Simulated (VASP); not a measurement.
Write the native input for VASP 6.6.1 that does the following.

```
Task                   : single point
Functional             : PBE
Potentials or basis    : VASP PAW PBE potentials, release 64 (Hf_pv, O)
Cutoff                 : 520 eV
k mesh                 : 6 × 6 × 6
Occupations            : gaussian, width 0.01 eV
Spin                   : no spin polarisation
Dipole correction      : no
Further INCAR settings : ALGO = Normal; EDIFF = 1e-06; NBANDS = 18
```

The structure of HfO2 lies in POSCAR:

```
HfO2
1.0
    0.0000000000      2.5291823181      2.5291823181
    2.5291823181      0.0000000000      2.5291823181
    2.5291823181      2.5291823181      0.0000000000
Hf O
1 2
Direct
    0.0000000000      0.0000000000      0.0000000000
    0.2500000000      0.2500000000      0.2500000000
    0.7500000000      0.7500000000      0.7500000000
```

One way to write it, as run:

INCAR

```
ALGO = Normal
EDIFF = 1E-6
ENCUT = 520
GGA = PE
ISIF = 2
ISMEAR = 0
LASPH = T
LCHARG = F
LREAL = F
LWAVE = F
NBANDS = 18
NELM = 100
PREC = Accurate
SIGMA = 0.01
```

KPOINTS

```
k-points
0
Gamma
  6 6 6
```

Potentials or basis: VASP PAW PBE potentials, release 64 (Hf_pv, O).

Command:

```sh
$ cat potpaw_PBE.64/Hf_pv/POTCAR potpaw_PBE.64/O/POTCAR > POTCAR
$ mpirun -np 1 vasp_std > vasp.out
```

It gave:

```
Pressure               : 2.1 GPa
Band gap on the k mesh : 3.82 eV, direct
```

Caveat: spin-orbit coupling is left out, which moves the levels of the heavy elements.

It took 12 s on 1 thread of Intel(R) Xeon(R) Platinum 8375C CPU @ 2.90GHz (Ice Lake), with other jobs on the host, peak memory 0.15 GiB.
